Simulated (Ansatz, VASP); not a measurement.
# C: VASP beside Ansatz

```
CELL_PARAMETERS angstrom
-1.22895 -2.12860 0.00000
1.22895 -2.12860 0.00000
0.40965 -0.70953 20.41937
ATOMIC_POSITIONS crystal
C 0.00000 0.69532 0.91403
C 0.33333 0.25088 0.24737
C 0.66667 0.47310 0.58070
C 0.00000 0.74914 0.75257
C 0.33333 0.30470 0.08590
C 0.66667 0.52692 0.41923
C 0.00000 0.97138 0.08587
C 0.33333 0.19360 0.41921
C 0.66667 0.41582 0.75254
C 0.00000 0.80642 0.58073
C 0.33333 0.02865 0.91406
C 0.66667 0.58420 0.24739
```

Alike in both runs: task single point; functional PBEsol; dispersion D3(BJ); k mesh 15 × 15 × 2; occupations gaussian, width 0.03 eV; no spin polarisation.

```csv
,VASP,Ansatz
version,VASP 6.6.1,Ansatz 0.2.0
potentials or method,"VASP PAW PBE potentials, release 64 (C), cutoff 520 eV","scalar-relativistic, plane waves, PAW"
valence electrons in the cell,48,48
```

```csv
,VASP,Ansatz,Ansatz less VASP
gap on the k mesh at the Fermi level (eV),0.13,0.13,0.000
least direct gap on the mesh (eV),0.13,0.13,0.000
pressure (GPa),0.7,-0.1,-0.72
"traceless stress, the component that is largest in VASP (GPa)",-1.02,-0.22,+0.801
rms of the force components (eV/Å),0.007,0.007,0.0000
```

VASP's potentials were made for PBE, not for PBEsol, and Ansatz warns of the same on its side. Atom by atom the forces differ by 0.000 eV/Å (rms over components).
